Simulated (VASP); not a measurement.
# AlV2C (P6_3/mmc) in VASP: single point with PBE

Aim: the single point of AlV2C with PBE.

All numbers are computed with VASP 6.6.1; they aren't measurements. Logs are shortened: lines on timing, memory, paths and dates and some standing lists are left out, and cuts for length are marked.

**1. The cell of the first run**

Symmetry: P6_3/mmc, No. 194, hexagonal system. Conventional cell: a = 2.908 Å, b = 2.908 Å, c = 13.144 Å, α = 90.00°, β = 90.00°, γ = 120.00°. Al (site symmetry -6m2) has 6 V at 2.74 Å and 6 Al at 2.91 Å and 6 C at 3.69 Å within 3.7 Å. V (site symmetry 3m) has 3 C at 2.02 Å and 3 Al at 2.74 Å and 9 V at 2.80 to 2.91 Å within 3.0 Å. C (site symmetry -3m) has 6 V at 2.02 Å within 2.7 Å.

**2. Single point, PBE**

INCAR reads:

```
PREC = Accurate
ENCUT = 520
EDIFF = 1E-7
ISMEAR = -1
SIGMA = 0.15
LREAL = False
LASPH = True
NELM = 100
ALGO = Normal
ISIF = 2
LWAVE = False
LCHARG = True
GGA = PE
LELF = True
LVHAR = True
NBANDS = 43
```

KPOINTS reads:

```
regular mesh
0
Gamma
  15 15 4
```

POSCAR reads:

```
AlV2C
1.0
    2.9079960735      0.0000000000      0.0000000000
   -1.4539980367      2.5183984737      0.0000000000
    0.0000000000      0.0000000000     13.1441152199
Al V C
2 4 2
Direct
    0.3333333333      0.6666666667      0.2500000000
    0.6666666667      0.3333333333      0.7500000000
    0.3333333333      0.6666666667      0.5850446002
    0.6666666667      0.3333333333      0.4149553998
    0.6666666667      0.3333333333      0.0850446002
    0.3333333333      0.6666666667      0.9149553998
    0.0000000000      0.0000000000      0.0000000000
    0.0000000000      0.0000000000      0.5000000000
```

Potentials or basis: VASP PAW PBE potentials, release 64 (Al, V_sv, C).

The run is started by

```sh
$ cat potpaw_PBE.64/Al/POTCAR potpaw_PBE.64/V_sv/POTCAR potpaw_PBE.64/C/POTCAR > POTCAR
$ mpirun -np 1 vasp_std > vasp.out
```

OUTCAR:

```text
PREC = Accurate
   ENCUT = 520
   EDIFF = 1E-7
   ISMEAR = -1
   LREAL = False
   LASPH = True
   NELM = 100
   ISIF = 2
   GGA = PE

 ion  position               nearest neighbor table
   1  0.333  0.667  0.250-   4 2.74   5 2.74   4 2.74   5 2.74   4 2.74   5 2.74
   2  0.667  0.333  0.750-   3 2.74   6 2.74   3 2.74   6 2.74   3 2.74   6 2.74
   3  0.333  0.667  0.585-   8 2.02   8 2.02   8 2.02   2 2.74   2 2.74   2 2.74   4 2.80   4 2.80
                             4 2.80
   4  0.667  0.333  0.415-   8 2.02   8 2.02   8 2.02   1 2.74   1 2.74   1 2.74   3 2.80   3 2.80
                             3 2.80
   5  0.667  0.333  0.085-   7 2.02   7 2.02   7 2.02   1 2.74   1 2.74   1 2.74   6 2.80   6 2.80
                             6 2.80
   6  0.333  0.667  0.915-   7 2.02   7 2.02   7 2.02   2 2.74   2 2.74   2 2.74   5 2.80   5 2.80
                             5 2.80
   7  0.000  0.000  0.000-   5 2.02   6 2.02   6 2.02   5 2.02   5 2.02   6 2.02
   8  0.000  0.000  0.500-   3 2.02   4 2.02   3 2.02   4 2.02   4 2.02   3 2.02

  LATTYP: Found a hexagonal cell.
 ALAT       =     2.9079960735
 C/A-ratio  =     4.5199907041

  Lattice vectors:

 A1 = (   2.9079960735,   0.0000000000,   0.0000000000)
 A2 = (  -1.4539980367,   2.5183984737,   0.0000000000)
 A3 = (   0.0000000000,   0.0000000000,  13.1441152199)

Analysis of symmetry for initial positions (statically):
=====================================================================
 Subroutine PRICEL returns:
 Original cell was already a primitive cell.

 Routine SETGRP: Setting up the symmetry group for a
 hexagonal supercell.

 Subroutine GETGRP returns: Found 24 space group operations
 (whereof 12 operations were pure point group operations)
 out of a pool of 24 trial point group operations.

The static configuration has the point symmetry D_3d.
 The point group associated with its full space group is D_6h.

Analysis of symmetry for dynamics (positions and initial velocities):
=====================================================================
 Subroutine PRICEL returns:
 Original cell was already a primitive cell.

 Routine SETGRP: Setting up the symmetry group for a
 hexagonal supercell.

 Subroutine GETGRP returns: Found 24 space group operations
 (whereof 12 operations were pure point group operations)
 out of a pool of 24 trial point group operations.

The dynamic configuration has the point symmetry D_3d.
 The point group associated with its full space group is D_6h.

 Subroutine INISYM returns: Found 24 space group operations
 (whereof 12 operations are pure point group operations),
 and found     1 'primitive' translations

----------------------------------------------------------------------------------------

                                     Primitive cell

  volume of cell :      96.2608

  direct lattice vectors                    reciprocal lattice vectors
     2.907996074  0.000000000  0.000000000     0.343879419  0.198538875  0.000000000
    -1.453998037  2.518398474  0.000000000     0.000000000  0.397077750  0.000000000
     0.000000000  0.000000000 13.144115220     0.000000000  0.000000000  0.076079674

  length of vectors
     2.907996074  2.907996073 13.144115220     0.397077750  0.397077750  0.076079674

  position of ions in fractional coordinates (direct lattice)
     0.333333333  0.666666667  0.250000000
     0.666666667  0.333333333  0.750000000
     0.333333333  0.666666667  0.585044600
     0.666666667  0.333333333  0.414955400
     0.666666667  0.333333333  0.085044600
     0.333333333  0.666666667  0.914955400
     0.000000000  0.000000000  0.000000000
     0.000000000  0.000000000  0.500000000

  ion indices of the primitive-cell ions
   primitive index   ion index
                 1           1
                 2           2
                 3           3
                 4           4
                 5           5
                 6           6
                 7           7
                 8           8

----------------------------------------------------------------------------------------

 KPOINTS: regular mesh

Automatic generation of k-mesh.
 Grid dimensions read from file:
 generate k-points for:   15   15    4

 Generating k-lattice:

  Cartesian coordinates                     Fractional coordinates (reciprocal lattice)
     0.022925295  0.013235925  0.000000000     0.066666667  0.000000000  0.000000000
     0.000000000  0.026471850  0.000000000     0.000000000  0.066666667  0.000000000
     0.000000000  0.000000000  0.019019918     0.000000000  0.000000000  0.250000000

  Length of vectors
     0.026471850  0.026471850  0.019019918

  Shift w.r.t. Gamma in fractional coordinates (k-lattice)
     0.000000000  0.000000000  0.000000000

 Subroutine IBZKPT returns following result:
 ===========================================

 Found     81 irreducible k-points:

 Following reciprocal coordinates:
            Coordinates               Weight
  0.000000  0.000000  0.000000      1.000000
  0.066667  0.000000  0.000000      6.000000
  0.133333  0.000000  0.000000      6.000000
  0.200000  0.000000  0.000000      6.000000
  0.266667  0.000000  0.000000      6.000000
  0.333333  0.000000  0.000000      6.000000
[... 16 lines left out ...]
  0.333333  0.200000  0.000000     12.000000
  0.400000  0.200000  0.000000      6.000000
 [... further k-points ...]
   k-points           NKPTS =     81   k-points in BZ     NKDIM =     81   number of bands    NBANDS=     43
   number of dos      NEDOS =    301   number of ions     NIONS =      8
   total plane-waves  NPLWV =  56448
   dimension x,y,z NGX =    24 NGY =   24 NGZ =   98
   dimension x,y,z NGXF=    48 NGYF=   48 NGZF=  196
   ions per type =               2   4   2
   NGX,Y,Z   is equivalent  to a cutoff of  13.72, 13.72, 12.39 a.u.
   NGXF,Y,Z  is equivalent  to a cutoff of  27.44, 27.44, 24.79 a.u.
 SYSTEM =  unknown system
   PREC   = accura    normal or accurate (medium, high low for compatibility)
   ISTART =      0    job   : 0-new  1-cont  2-samecut
   ICHARG =      2    charge: 1-file 2-atom 10-const
   ISPIN  =      1    spin polarized calculation?
   LNONCOLLINEAR =      F non collinear calculations
   LSORBIT =      F    spin-orbit coupling
   LASPH  =      T    aspherical Exc in radial PAW
   ENCUT  =  520.0 eV  38.22 Ry    6.18 a.u.   5.41  5.41 24.44*2*pi/ulx,y,z
   NELM   =    100;   NELMIN=  2; NELMDL= -5     # of ELM steps
   EDIFF  = 0.1E-06   stopping-criterion for ELM
   LREAL  =      F    real-space projection
   EDIFFG = 0.1E-05   stopping-criterion for IOM
   NSW    =      0    number of steps for IOM
   IBRION =     -1    ionic relax: 0-MD 1-quasi-New 2-CG
   NFREE  =      0    steps in history (QN), initial steepest desc. (CG)
   ISIF   =      2    stress and relaxation
   ISYM   =      2    0-nonsym 1-usesym 2-fastsym
   POTIM  = 0.5000    time-step for ionic-motion
   TEBEG  =    0.0;   TEEND  =   0.0 temperature during run
   PSTRESS=    0.0 pullay stress
   NELECT =      66.0000    total number of electrons
   NUPDOWN=      -1.0000    fix difference up-down
   EMIN   =  10.00;   EMAX   =-10.00  energy-range for DOS
   EFERMI =   0.00;   METHOD = LEGACY
   ISMEAR =    -1;   SIGMA  =   0.15  broadening in eV -4-tet -1-fermi 0-gaus
   EFERMI_NEDOS =   21; number of points for ismear=-14 and -15
   IALGO  =     38    algorithm
   IMIX   =      4    mixing-type and parameters
     AMIX     =   0.40;   BMIX     =  1.00
     AMIX_MAG =   1.60;   BMIX_MAG =  1.00
  volume/ion in A,a.u.               =      12.03        81.20
  Fermi-wavevector in a.u.,A,eV,Ry     =   1.443576  2.727963 28.353333  2.083911
  Thomas-Fermi vector in A             =   2.561968
   LORBIT       =      0    0 simple, 1 ext, 2 COOP (PROOUT), +10 PAW based schemes
   GGA     = PE    functional components
   LHFCALC =     F    Hartree Fock is set to
   AEXX    =    0.0000 exact exchange contribution
   IVDW    =     0    specifies the selected vdW correction
   LEPSILON=     F    determine dielectric tensor
   LRPA    =     F    only Hartree local field effects (RPA)
 non-spin polarized calculation
  energy-cutoff  :      520.00
  volume of cell :       96.26
 maximum number of plane-waves:      2652
 NGX is ok and might be reduce to    24
   NGX = 11   NGY = 11   NGZ = 49

 number of electron      66.0000003 magnetization

 Free energy of the ion-electron system (eV)
  ---------------------------------------------------
  ext. energy  EPLUGINS =         0.00000000
  ---------------------------------------------------
  free energy    TOTEN  =       -66.28451484 eV

  energy without entropy =      -65.94216538  energy(sigma->0) =      -66.11334011

 E-fermi :   9.4355     XC(G=0): -12.1353

 val. band max:        9.4211950974   @ k =   0.1333   0.0667   0.5000
 cond. band min:       9.4429313902   @ k =   0.2000   0.0667   0.5000
 fundamental gap:      0.0217362928
 Fermi energy:         9.4355023235

 k-point     1 :       0.0000    0.0000    0.0000
  band No.  band energies     occupation
      1     -54.9598      2.00000
      2     -54.9597      2.00000
      3     -54.8995      2.00000
      4     -54.8994      2.00000
      5     -28.9976      2.00000
      6     -28.9956      2.00000
[... 35 lines left out ...]
     42      10.8502      0.00016
     43      12.6511      0.00000

 k-point     2 :       0.0667    0.0000    0.0000
  band No.  band energies     occupation
      1     -54.9572      2.00000
      2     -54.9571      2.00000
      3     -54.8980      2.00000
      4     -54.8980      2.00000
      5     -28.9935      2.00000
      6     -28.9916      2.00000
[... 35 lines left out ...]
     42      10.9067      0.00011
     43      12.7068      0.00000

 k-point     3 :       0.1333    0.0000    0.0000
  band No.  band energies     occupation
      1     -54.9497      2.00000
      2     -54.9496      2.00000
      3     -54.8939      2.00000
      4     -54.8939      2.00000
      5     -28.9825      2.00000
      6     -28.9807      2.00000
[... 35 lines left out ...]
     42      11.0719      0.00004
     43      12.8068      0.00000

 k-point     4 :       0.2000    0.0000    0.0000
  band No.  band energies     occupation
      1     -54.9384      2.00000
      2     -54.9384      2.00000
      3     -54.8881      2.00000
      4     -54.8881      2.00000
      5     -28.9683      2.00000
      6     -28.9668      2.00000
[... 863 lines left out ...]
     42      12.1751      0.00000
     43      12.4509      0.00000

 k-point    23 :       0.3333    0.2000    0.0000
  band No.  band energies     occupation
      1     -54.8883      2.00000
      2     -54.8883      2.00000
      3     -54.8719      2.00000
      4     -54.8719      2.00000
      5     -28.9790      2.00000
      6     -28.9786      2.00000
[... 35 lines left out ...]
     42      11.7566      0.00000
     43      12.1268      0.00000

 k-point    24 :       0.4000    0.2000    0.0000
  band No.  band energies     occupation
      1     -54.8847      2.00000
      2     -54.8846      2.00000
      3     -54.8722      2.00000
      4     -54.8722      2.00000
      5     -28.9833      2.00000
      6     -28.9830      2.00000
[... 35 lines left out ...]
     42      11.6755      0.00000
     43      12.0005      0.00000

 [... further k-points ...]

------------------------ aborting loop because EDIFF is reached ----------------------------------------

  FORCE on cell =-STRESS in cart. coord.  units (eV):
  Direction    XX          YY          ZZ          XY          YZ          ZX
  --------------------------------------------------------------------------------------
  -------------------------------------------------------------------------------------
  Total        0.2123502      0.2123502      0.1921730      0.0000000     -0.0000000      0.0000000
  in kB        3.5343838      3.5343838      3.1985518      0.0000000     -0.0000000      0.0000000
  external PRESSURE =       3.4224398 kB  Pullay stress =       0.0000000 kB

 VOLUME and BASIS-vectors are now :
 -----------------------------------------------------------------------------
  energy-cutoff  :      520.00
  volume of cell :       96.26
      direct lattice vectors                 reciprocal lattice vectors
     2.907996074  0.000000000  0.000000000     0.343879419  0.198538875  0.000000000
    -1.453998037  2.518398474  0.000000000     0.000000000  0.397077750  0.000000000
     0.000000000  0.000000000 13.144115220     0.000000000  0.000000000  0.076079674

 POSITION                                       TOTAL-FORCE (eV/Angst)
 -----------------------------------------------------------------------------------
     -0.00000      1.67893      3.28603        -0.000000      0.000000      0.000000
      1.45400      0.83947      9.85809        -0.000000      0.000000      0.000000
     -0.00000      1.67893      7.68989         0.000000      0.000000      0.047743
      1.45400      0.83947      5.45422         0.000000      0.000000     -0.047743
      1.45400      0.83947      1.11784        -0.000000     -0.000000      0.047743
     -0.00000      1.67893     12.02628         0.000000      0.000000     -0.047743
      0.00000      0.00000      0.00000        -0.000000      0.000000      0.000000
      0.00000      0.00000      6.57206        -0.000000      0.000000      0.000000
 -----------------------------------------------------------------------------------
    total drift:                               -0.000000      0.000000     -0.000000

  FREE ENERGIE OF THE ION-ELECTRON SYSTEM (eV)
  ---------------------------------------------------
  free  energy   TOTEN  =       -66.2845148437 eV

  energy  without entropy=      -65.9421653797  energy(sigma->0) =      -66.11334011
```

Wall time 8.3 min (1 thread of Intel Xeon 8259CL, shared host); peak memory 0.41 GiB.

What came out:

- Free energy: -66.2845 eV
- Pressure: 0.3 GPa
- Largest force: 0.048 eV/Å
- Band gap on the k mesh: zero (bands 33 and 34 overlap by 1.60 eV)

Forces in eV/Å, atoms in the order of the input:
```
Al   0.000  0.000  0.000
Al   0.000  0.000  0.000
V    0.000  0.000  0.048
V    0.000  0.000 -0.048
V    0.000  0.000  0.048
V    0.000  0.000 -0.048
C    0.000  0.000  0.000
C    0.000  0.000  0.000
```

Levels at points of the mesh, in eV from the Fermi level:
```
           k point  band 30  band 31  band 32  band 33  band 34  band 35  band 36  band 37
(0.00, 0.00, 0.00)    -0.57    -0.28    -0.28    -0.26    -0.26     0.57     0.57     0.61
(0.00, 0.00, 0.50)    -0.69    -0.27    -0.27    -0.27    -0.27     0.59     0.59     0.59
```
